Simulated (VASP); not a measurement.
Write the native input for VASP 6.6.1 that does the following.

```
Task                   : single point
Functional             : PBE
Potentials or basis    : VASP PAW PBE potentials, release 64 (Se, Ca_sv, Te)
Cutoff                 : 520 eV
k mesh                 : 6 × 6 × 4
Occupations            : gaussian, width 0.01 eV
Spin                   : no spin polarisation
Dipole correction      : no
Further INCAR settings : ALGO = Normal; EDIFF = 1e-07; NBANDS = 24
```

The structure of Ca2TeSe lies in POSCAR:

```
Ca2TeSe
1.0
    4.3361544807      0.0000000000      0.0000000000
    0.0000000000      4.3361544807      0.0000000000
    0.0000000000      0.0000000000      6.1318301262
Se Ca Te
1 2 1
Direct
    0.0000000000      0.0000000000      0.0000000000
    0.0000000000      0.0000000000      0.5000000000
    0.5000000000      0.5000000000      0.0000000000
    0.5000000000      0.5000000000      0.5000000000
```

These files were run (other wordings do the same):

INCAR

```
PREC = Accurate
ENCUT = 520
EDIFF = 1E-7
ISMEAR = 0
SIGMA = 0.01
LREAL = False
LASPH = True
NELM = 60
ALGO = Normal
ISIF = 2
LWAVE = False
LCHARG = False
GGA = PE
NBANDS = 24
```

KPOINTS

```
Automatic mesh
0
Gamma
  6 6 4
```

Potentials or basis: VASP PAW PBE potentials, release 64 (Se, Ca_sv, Te).

Run with:

```sh
$ cat potpaw_PBE.64/Se/POTCAR potpaw_PBE.64/Ca_sv/POTCAR potpaw_PBE.64/Te/POTCAR > POTCAR
$ mpirun -np 1 vasp_std > vasp.out
```

It gave:

```yaml
Pressure: 1.5 GPa
Band_gap_on_the_k_mesh: 1.66 eV
```

Caveat: spin-orbit coupling is left out, which moves the levels of the heavy elements.

Wall time 48 s on 1 thread of Intel(R) Xeon(R) Platinum 8488C (Sapphire Rapids), with other jobs on the host, peak memory 0.26 GiB.
